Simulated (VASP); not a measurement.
A run of VASP 6.6.1 is set up as follows.

INCAR

```
SYSTEM = TiAl
PREC = Accurate ; ENCUT = 520
EDIFF = 1E-7 ; ISMEAR = 0
SIGMA = 0.15 ; LREAL = .FALSE.
LASPH = .TRUE. ; NELM = 60
ALGO = Fast ; ISIF = 2
LWAVE = .FALSE. ; LCHARG = .FALSE.
GGA = PE ; NBANDS = 14
```

KPOINTS

```
Automatic mesh
0
G
  18 18 10
  0 0 0
```

File POSCAR:

```
TiAl
1.0
    2.8090839194      0.0000000000      0.0000000000
   -1.4045419597      2.4327380356      0.0000000000
    0.0000000000      0.0000000000      4.5323683938
Ti Al
1 1
Direct
    0.0000000000      0.0000000000      0.0075179876
    0.3333333333      0.6666666667      0.4866626023
```

Potentials or basis: VASP PAW PBE potentials, release 64 (Ti_sv, Al).

Run with:

```console
$ cat potpaw_PBE.64/Ti_sv/POTCAR potpaw_PBE.64/Al/POTCAR > POTCAR
$ mpirun -np 1 vasp_std > vasp.out
```

Q: Predict the pressure.

A: 9.8 GPa.

Q: Estimate the band gap on the k mesh.

A: Zero (an odd number of electrons rules out a gap without spin polarisation).

Forces on the atoms (eV/Å):
```
Ti   0.000  0.000 -0.872
Al   0.000  0.000  0.872
```

Caveat: the cell differs from its parent crystal (atoms displaced along a vibrational mode, the cell strained); the cell stands under pressure.
